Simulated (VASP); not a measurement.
Input of a VASP 6.6.1 run:

Contents of INCAR:

```
SYSTEM = GaN
  PREC = Accurate
  ENCUT = 520
  EDIFF = 1E-6
  ISMEAR = -1
  SIGMA = 0.05
  LREAL = .FALSE.
  LASPH = .TRUE.
  NELM = 60
  ALGO = Normal
  ISIF = 2
  LWAVE = .FALSE.
  LCHARG = .FALSE.
  GGA = PE
  NBANDS = 16
```

KPOINTS

```
Automatic mesh
0
G
  6 6 8
  0 0 0
```

The input POSCAR:

```
GaN
1.0
    5.2650192876      0.0000000000      0.0000000000
   -2.6325096438      4.5596384901      0.0000000000
    0.0000000000      0.0000000000      3.4125516477
Ga N
1 1
Direct
    0.0000000000      0.0000000000      0.5000000000
    0.0000000000      0.0000000000      0.0000000000
```

Potentials or basis: VASP PAW PBE potentials, release 64 (Ga_d, N).

Command:

```bash
$ cat potpaw_PBE.64/Ga_d/POTCAR potpaw_PBE.64/N/POTCAR > POTCAR
$ mpirun -np 1 vasp_std > vasp.out
```

(1) Predict the pressure.

(2) Predict the band gap on the k mesh.

Results:

(1) -1.1 GPa.

(2) 1.08 eV, indirect (least direct gap 2.73 eV).
